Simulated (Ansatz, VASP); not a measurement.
Two plane-wave programs on Hf

```xyz
2
Lattice="3.1174 0.0000 0.0000 -1.5587 2.6997 0.0000 0.0000 0.0000 4.9496" Properties=species:S:1:pos:R:3 pbc="T T T"
Hf    0.0000    1.7998    1.2374
Hf    1.5587    0.8999    3.7122
```

Alike in both runs: functional LDA; k mesh 16 × 16 × 9; occupations fermi-dirac, width 0.1 eV; no spin polarisation.

Ansatz relaxed the structure, and its values are those at the end. VASP's run is a single point on that final structure, the one shown.

|  | VASP | Ansatz |
| --- | --- | --- |
| version | VASP 6.6.1 | Ansatz 0.2.0 |
| potentials or method | VASP PAW LDA potentials, release 64 (Hf_pv) | PAW with Ansatz's default frozen-core files, scalar-relativistic |
| plane-wave cutoff (eV) | 520 | 420 |
| valence electrons in the cell | 20 | 52 |

|  | VASP | Ansatz | Ansatz less VASP |
| --- | --- | --- | --- |
| pressure (GPa) | 0.1 | 0.0 | -0.08 |

LDA's correlation is that of Perdew and Zunger in VASP and of Perdew and Wang (1992) in Ansatz. VASP's potentials hold 20 valence electrons a cell and Ansatz's 52, so a difference there can come from the potentials and not from the codes.

Neither program's run includes spin-orbit coupling.
